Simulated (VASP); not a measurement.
# GdO (Pm-3m) in VASP: a series of runs, part 2 of 2

VASP 6.6.1.

## Step 3: Single point, r2SCAN, collinear spin, ferromagnetic start (14.37 Å³/atom)

This run uses another cell than the first one, of 14.37 Å³/atom.

Input file POSCAR:

```
GdO
1.0
    3.0627865473      0.0000000000      0.0000000000
    0.0000000000      3.0627865473      0.0000000000
    0.0000000000      0.0000000000      3.0627865473
Gd O
1 1
Direct
    0.0000000000      0.0000000000      0.0000000000
    0.5000000000      0.5000000000      0.5000000000
```

Input file INCAR.step1:

```
  PREC = Accurate
  ENCUT = 520
  ISMEAR = 0
  SIGMA = 0.05
  LREAL = F
  LASPH = T
  NELM = 150
  ISPIN = 2
  MAGMOM = 8.02 0
  LMAXMIX = 6
  NBANDS = 23
  GGA = PE
  ALGO = Normal
  EDIFF = 1E-4
  LWAVE = T
  LCHARG = F
```

Input file INCAR.step2:

```
  PREC = Accurate
  ENCUT = 520
  EDIFF = 1E-6
  ISMEAR = 0
  SIGMA = 0.05
  LREAL = F
  LASPH = T
  NELM = 150
  ALGO = Normal
  ISIF = 2
  LWAVE = F
  LCHARG = T
  ISPIN = 2
  MAGMOM = 8.02 0
  LORBIT = 11
  LMAXMIX = 6
  METAGGA = R2SCAN
  LMIXTAU = T
  LELF = T
  LVHAR = T
  NBANDS = 23
  ISTART = 1
```

Input file KPOINTS:

```
regular mesh
0
Gamma
  12 12 12
```

Potentials or basis: VASP PAW PBE potentials, release 64 (Gd, O).

Run with:

```sh
cat potpaw_PBE.64/Gd/POTCAR potpaw_PBE.64/O/POTCAR > POTCAR
cp INCAR.step1 INCAR
mpirun -np 1 vasp_std > vasp.out
cp INCAR.step2 INCAR
mpirun -np 1 vasp_std > vasp.out
```

OUTCAR:

```text
PREC = Accurate
   ENCUT = 520
   EDIFF = 1E-6
   ISMEAR = 0
   LREAL = F
   LASPH = T
   NELM = 150
   ISIF = 2
   ISPIN = 2
   LORBIT = 11
   METAGGA = R2SCAN
   ISTART = 1

 ion  position               nearest neighbor table
   1  0.000  0.000  0.000-   2 2.65   2 2.65   2 2.65   2 2.65   2 2.65   2 2.65   2 2.65   2 2.65

   2  0.500  0.500  0.500-   1 2.65   1 2.65   1 2.65   1 2.65   1 2.65   1 2.65   1 2.65   1 2.65

  LATTYP: Found a simple cubic cell.
 ALAT       =     3.0627865473

  Lattice vectors:

 A1 = (   3.0627865473,   0.0000000000,   0.0000000000)
 A2 = (   0.0000000000,   3.0627865473,   0.0000000000)
 A3 = (   0.0000000000,   0.0000000000,   3.0627865473)

Analysis of symmetry for initial positions (statically):
=====================================================================
 Subroutine PRICEL returns:
 Original cell was already a primitive cell.

 Routine SETGRP: Setting up the symmetry group for a
 simple cubic supercell.

 Subroutine GETGRP returns: Found 48 space group operations
 (whereof 48 operations were pure point group operations)
 out of a pool of 48 trial point group operations.

The static configuration has the point symmetry O_h .

Analysis of symmetry for dynamics (positions and initial velocities):
=====================================================================
 Subroutine PRICEL returns:
 Original cell was already a primitive cell.

 Routine SETGRP: Setting up the symmetry group for a
 simple cubic supercell.

 Subroutine GETGRP returns: Found 48 space group operations
 (whereof 48 operations were pure point group operations)
 out of a pool of 48 trial point group operations.

The dynamic configuration has the point symmetry O_h .

Analysis of structural, dynamic, and magnetic symmetry:
=====================================================================
 Subroutine PRICEL returns:
 Original cell was already a primitive cell.
[... 151 lines left out ...]
  ext. energy  EPLUGINS =         0.00000000
  ---------------------------------------------------
  free energy    TOTEN  =       -51.89500069 eV

  energy without entropy =      -51.89419327  energy(sigma->0) =      -51.89459698

 E-fermi :   6.4979     XC(G=0): -12.6396

 val. band max:        6.4934767886   @ k =   0.3333   0.3333   0.1667
 cond. band min:       6.5346519576   @ k =   0.3333   0.0833   0.0000
 fundamental gap:      0.0411751690
 Fermi energy:         6.4978987752

 spin component 1

 k-point     1 :       0.0000    0.0000    0.0000
  band No.  band energies     occupation
      1     -41.7146      1.00000
      2     -17.7120      1.00000
      3     -17.7120      1.00000
      4     -17.7120      1.00000
      5     -14.6133      1.00000
      6      -0.0458      1.00000
[... 613 lines left out ...]
     22      18.7715      0.00000
     23      20.1605      0.00000

 [... further k-points ...]

 spin component 2

 k-point     1 :       0.0000    0.0000    0.0000
  band No.  band energies     occupation
      1     -37.7470      1.00000
      2     -14.7837      1.00000
      3     -14.7837      1.00000
      4     -14.7837      1.00000
      5     -14.6222      1.00000
      6       2.0421      1.00000
[... 613 lines left out ...]
     22      20.3937      0.00000
     23      21.4634      0.00000

 [... further k-points ...]

------------------------ aborting loop because EDIFF is reached ----------------------------------------

  FORCE on cell =-STRESS in cart. coord.  units (eV):
  Direction    XX          YY          ZZ          XY          YZ          ZX
  --------------------------------------------------------------------------------------
  -------------------------------------------------------------------------------------
  Total       -1.1537097     -1.1537097     -1.1537097      0.0000000      0.0000000      0.0000000
  in kB      -64.3364236    -64.3364236    -64.3364236      0.0000000      0.0000000      0.0000000
  external PRESSURE =     -64.3364236 kB  Pullay stress =       0.0000000 kB

 VOLUME and BASIS-vectors are now :
 -----------------------------------------------------------------------------
  energy-cutoff  :      520.00
  volume of cell :       28.73
      direct lattice vectors                 reciprocal lattice vectors
     3.062786547  0.000000000  0.000000000     0.326500063  0.000000000  0.000000000
     0.000000000  3.062786547  0.000000000     0.000000000  0.326500063  0.000000000
     0.000000000  0.000000000  3.062786547     0.000000000  0.000000000  0.326500063

 POSITION                                       TOTAL-FORCE (eV/Angst)
 -----------------------------------------------------------------------------------
      0.00000      0.00000      0.00000         0.000000      0.000000      0.000000
      1.53139      1.53139      1.53139         0.000000      0.000000      0.000000
 -----------------------------------------------------------------------------------
    total drift:                                0.000000      0.000000     -0.000000

  FREE ENERGIE OF THE ION-ELECTRON SYSTEM (eV)
  ---------------------------------------------------
  free  energy   TOTEN  =       -51.8950006925 eV

  energy  without entropy=      -51.8941932663  energy(sigma->0) =      -51.89459698

 total charge

# of ion       s       p       d       f       tot
--------------------------------------------------
    1        2.026   5.614   0.745   6.968  15.352
    2        1.553   3.417   0.000   0.000   4.970
--------------------------------------------------
tot          3.579   9.030   0.745   6.968  20.322

 magnetization (x)

# of ion       s       p       d       f       tot
--------------------------------------------------
    1        0.003  -0.125   0.449   6.873   7.200
    2       -0.000  -0.044   0.000   0.000  -0.044
--------------------------------------------------
tot          0.002  -0.169   0.449   6.873   7.155
```

OSZICAR.step1:

```text
N       E                     dE             d eps       ncg     rms          rms(c)
DAV:   1     0.140737531603E+03    0.14074E+03   -0.86323E+03 10850   0.558E+03
DAV:   2    -0.250456806116E+01   -0.14324E+03   -0.12451E+03 10763   0.480E+02
DAV:   3    -0.183336919852E+02   -0.15829E+02   -0.15481E+02 11263   0.113E+02
DAV:   4    -0.204005950273E+02   -0.20669E+01   -0.20495E+01 14513   0.267E+01
DAV:   5    -0.204631339230E+02   -0.62539E-01   -0.62491E-01 11507   0.597E+00    0.327E+01
DAV:   6    -0.235428937836E+02   -0.30798E+01   -0.17487E+01 11559   0.140E+02    0.790E+01
DAV:   7    -0.210681887349E+02    0.24747E+01   -0.28933E+00 12571   0.614E+01    0.321E+01
DAV:   8    -0.210577538844E+02    0.10435E-01   -0.44082E-01 12765   0.106E+01    0.173E+01
DAV:   9    -0.210494887108E+02    0.82652E-02   -0.90309E-02 12930   0.412E+00    0.759E+00
DAV:  10    -0.210337326422E+02    0.15756E-01   -0.14065E-01  9946   0.124E+01    0.213E+00
DAV:  11    -0.210388401150E+02   -0.51075E-02   -0.24122E-02 14021   0.382E+00    0.298E+00
DAV:  12    -0.210382311032E+02    0.60901E-03   -0.22123E-03 13045   0.566E-01    0.187E+00
DAV:  13    -0.210369752423E+02    0.12559E-02   -0.30408E-03  9991   0.251E+00    0.496E-01
DAV:  14    -0.210370125920E+02   -0.37350E-04   -0.13647E-03 12676   0.126E+00    0.367E-01
DAV:  15    -0.210370344528E+02   -0.21861E-04   -0.20559E-04  7328   0.352E-01
   1 F= -.21037034E+02 E0= -.21036075E+02  d E =-.191977E-02  mag=     7.3790
```

Run time: 8.6 min. Hardware: 1 thread of Intel Xeon 8259CL, shared host; peak memory 0.24 GiB.

Results:

| Property | Result |
| --- | --- |
| Free energy | -51.8950 eV |
| Pressure | -6.4 GPa |
| Net moment | 7.79 μB per cell |
| Site moments | Gd +7.20; O -0.04 μB |
| Valence electrons inside the program's atomic spheres | Gd 15.35; O 4.97 |

Caveat: the cell stands under tension; the PAW data sets were made with another functional, which shifts forces and pressure a little; spin-orbit coupling is left out, which moves the levels of the heavy elements; a cell with one magnetic atom can't hold antiferromagnetic order, which such compounds often take; semilocal functionals describe open f shells poorly, which spoils levels, moments and volumes. The state reached can hang on the start; a lower one may exist.

## Step 4: Single point, r2SCAN, collinear spin, antiferromagnetic start

This run uses another cell than the first one: it holds 4 atoms, not 2.

Input file POSCAR:

```
GdO
1.0
    2.9944849749      0.0000000000      0.0000000000
    0.0000000000      2.9944849749      2.9944849749
    0.0000000000      0.0000000000      5.9889699498
Gd O
2 2
Direct
    0.0000000000      0.0000000000      0.0000000000
    0.0000000000      0.0000000000      0.5000000000
    0.5000000000      0.5000000000      0.0000000000
    0.5000000000      0.5000000000      0.5000000000
```

Input file INCAR.step1:

```
SYSTEM = GdO
PREC     = Accurate       ! precision mode
ENCUT    = 520            ! plane-wave cutoff, eV
ISMEAR   = 0              ! smearing method
SIGMA    = 0.05           ! smearing width, eV
LREAL    = .False.        ! projectors in reciprocal space
LASPH    = .True.         ! aspherical terms in the spheres
NELM     = 150            ! most SCF steps
ISPIN    = 2              ! spin polarisation
MAGMOM   = 7 -7 0 0       ! initial moments
LMAXMIX  = 6              ! l up to which the mixer works
NBANDS   = 36             ! bands
GGA      = PE             ! functional
ALGO     = Normal         ! electronic algorithm
EDIFF    = 1E-4           ! SCF threshold, eV
LWAVE    = .True.         ! write WAVECAR
LCHARG   = .False.        ! write CHGCAR
```

Input file INCAR.step2:

```
SYSTEM = GdO
PREC     = Accurate       ! precision mode
ENCUT    = 520            ! plane-wave cutoff, eV
EDIFF    = 1E-6           ! SCF threshold, eV
ISMEAR   = 0              ! smearing method
SIGMA    = 0.05           ! smearing width, eV
LREAL    = .False.        ! projectors in reciprocal space
LASPH    = .True.         ! aspherical terms in the spheres
NELM     = 150            ! most SCF steps
ALGO     = Normal         ! electronic algorithm
ISIF     = 2              ! what is computed and relaxed
LWAVE    = .False.        ! write WAVECAR
LCHARG   = .False.        ! write CHGCAR
ISPIN    = 2              ! spin polarisation
MAGMOM   = 7 -7 0 0       ! initial moments
LORBIT   = 11             ! projections on sites
LMAXMIX  = 6              ! l up to which the mixer works
METAGGA  = R2SCAN         ! meta-GGA
LMIXTAU  = .True.       
NBANDS   = 36             ! bands
ISTART   = 1
```

Input file KPOINTS:

```
Automatic mesh
0
Gamma
  12 12 6
  0 0 0
```

Run with:

```sh
cat potpaw_PBE.64/Gd/POTCAR potpaw_PBE.64/O/POTCAR > POTCAR
cp INCAR.step1 INCAR
mpirun -np 1 vasp_std > vasp.out
cp INCAR.step2 INCAR
mpirun -np 1 vasp_std > vasp.out
```

Wall time 1.6 h (1 thread of AMD EPYC 9R14 (Zen 4), shared host); peak memory 0.47 GiB.

The run converged. Its results:

```yaml
Free_energy: -103.6811 eV
Pressure: -0.2 GPa
Band_gap_on_the_k_mesh: zero (filled and empty bands overlap)
Net_moment: 0.00 μB per cell
Site_moments: Gd +6.90, -6.90; O +0.00 μB
Valence_electrons_inside_the_program's_atomic_spheres: Gd 15.42; O 5.00
```

Levels at points of the mesh, in eV from the Fermi level:
Spin up:
```
           k point  band 21  band 22  band 23  band 24  band 25  band 26  band 27  band 28
(0.00, 0.00, 0.00)    -4.31    -4.27    -4.20    -2.52    -2.20    -0.13     0.61     1.13
(0.50, 0.00, 0.00)    -5.83    -5.24    -5.24    -1.05     1.02     1.04     1.19     1.19
(0.00, 0.50, 0.00)    -5.24    -5.24    -5.22    -1.63    -0.50     0.90     0.90     1.17
(0.50, 0.50, 0.00)    -5.17    -4.63    -3.85    -0.48    -0.37     0.54     0.54     1.06
(0.00, 0.00, 0.50)    -5.04    -4.89    -4.50    -1.23     0.41     0.71     0.81     1.14
(0.50, 0.00, 0.50)    -5.67    -5.24    -4.74     0.68     0.83     0.96     1.19     1.35
```
Spin down:
```tsv
k point	band 22	band 23	band 24	band 25	band 26	band 27
(0.00, 0.00, 0.00)	-4.27	-4.20	-2.52	-2.20	-0.13	0.61
(0.50, 0.00, 0.00)	-5.24	-5.24	-1.05	1.02	1.04	1.19
(0.00, 0.50, 0.00)	-5.24	-5.22	-1.63	-0.50	0.90	0.90
(0.50, 0.50, 0.00)	-4.63	-3.85	-0.48	-0.37	0.54	0.54
(0.00, 0.00, 0.50)	-4.89	-4.50	-1.23	0.41	0.71	0.81
(0.50, 0.00, 0.50)	-5.24	-4.74	0.68	0.83	0.96	1.19
```

Caveat: the PAW data sets were made with another functional, which shifts forces and pressure a little; spin-orbit coupling is left out, which moves the levels of the heavy elements; semilocal functionals describe open f shells poorly, which spoils levels, moments and volumes. With open d or f shells a metallic result of r2SCAN can be an artefact of self-interaction; +U or a hybrid may open a gap.

## Step 5: The runs side by side

```csv
spin,cell,k mesh,gap on the mesh (eV),pressure (GPa),moment (μB)
"collinear, ferromagnetic start","a = 3.034 Å, 2 atoms, atomic positions A",12 × 12 × 12,none,-3.6,7.70
"collinear, ferromagnetic start","a = 3.063 Å, 2 atoms, atomic positions A",12 × 12 × 12,none,-6.4,7.79
"collinear, antiferromagnetic start","a = 2.994, b = 4.235, c = 5.989 Å, angles 45.0, 90.0, 90.0°, 4 atoms, atomic positions B",12 × 12 × 6,none,-0.2,0.00
```

Alike in all rows: task single point; level r2SCAN; potentials or basis VASP PAW PBE potentials, release 64 (Gd, O); cutoff (eV) 520; smearing gaussian 0.05 eV.

Caveats: the PAW data sets were made with another functional, which shifts forces and pressure a little; spin-orbit coupling is left out, which moves the levels of the heavy elements; semilocal functionals describe open f shells poorly, which spoils levels, moments and volumes; the cell stands under tension (at least some runs); a cell with one magnetic atom can't hold antiferromagnetic order, which such compounds often take (at least some runs).

Total energies depend on the potentials used, so only differences within one code and one set of settings carry meaning.

The gap in the log of VASP goes by the Fermi energy; the results here count the filled bands.